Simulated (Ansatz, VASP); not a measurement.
This is a calculation of ZnSe for Ansatz 0.2.0.

The input input.yaml:

```yaml
crystal:
  lattice:
    - [0.0, 2.8338, 2.8338]
    - [2.8338, 0.0, 2.8338]
    - [2.8338, 2.8338, 0.0]
  atoms:
    - { symbol: Se, position: [0.75, 0.75, 0.75] }
    - { symbol: Zn, position: [0.0, 0.0, 0.0] }
hamiltonian:
  xc: pbe
  pseudopotentials: { kind: paw }
kpoints:
  mp_grid: { grid: [8, 8, 8] }
scf:
  occupations: { method: gaussian, width: 0.02 }
output:
  forces: true
  stress: true
  eigenvalues: true
```

Potentials or basis: Ansatz PAW.

The run is started by

```bash
$ ansatz run input.yaml --threads 2 --pin off --max-ram 5632MiB --backend cpu --events-out ev --progress --plain --runs-dir out
```

Q: Translate it to VASP 6.6.1. Potentials there: VASP PAW PBE potentials, release 64 (Se, Zn).

A: As run (the cutoff follows the program's own potentials):

Contents of INCAR:

```
SYSTEM = ZnSe
PREC     = Accurate       ! precision mode
ENCUT    = 520            ! plane-wave cutoff, eV
EDIFF    = 1E-6           ! SCF threshold, eV
ISMEAR   = 0              ! smearing method
SIGMA    = 0.02           ! smearing width, eV
LREAL    = .FALSE.        ! projectors in reciprocal space
LASPH    = .TRUE.         ! aspherical terms in the spheres
NELM     = 60             ! most SCF steps
ALGO     = Normal         ! electronic algorithm
ISIF     = 2              ! what is computed and relaxed
LWAVE    = .FALSE.        ! write WAVECAR
LCHARG   = .FALSE.        ! write CHGCAR
GGA      = PE             ! functional
NBANDS   = 16             ! bands
```

The input KPOINTS:

```
Automatic mesh
0
G
  8 8 8
  0 0 0
```

The input POSCAR:

```
ZnSe
1.0
    0.0000000000      2.8338000000      2.8338000000
    2.8338000000      0.0000000000      2.8338000000
    2.8338000000      2.8338000000      0.0000000000
Se Zn
1 1
Direct
    0.7500000000      0.7500000000      0.7500000000
    0.0000000000      0.0000000000      0.0000000000
```

Potentials or basis: VASP PAW PBE potentials, release 64 (Se, Zn).

Command:

```bash
$ cat potpaw_PBE.64/Se/POTCAR potpaw_PBE.64/Zn/POTCAR > POTCAR
$ mpirun -np 1 vasp_std > vasp.out
```

Both were run:

|  | VASP | Ansatz | Ansatz less VASP |
| --- | --- | --- | --- |
| gap on the k mesh at the Fermi level (eV) | 1.29 | 1.29 | -0.002 |
| least direct gap on the mesh (eV) | 1.29 | 1.29 | -0.002 |
| pressure (GPa) | 2.3 | 2.1 | -0.24 |

The functional is the same, so the differences come from potentials, cutoffs and numerics. VASP's potentials hold 18 valence electrons a cell and Ansatz's 28, so a difference there can come from the potentials and not from the codes.
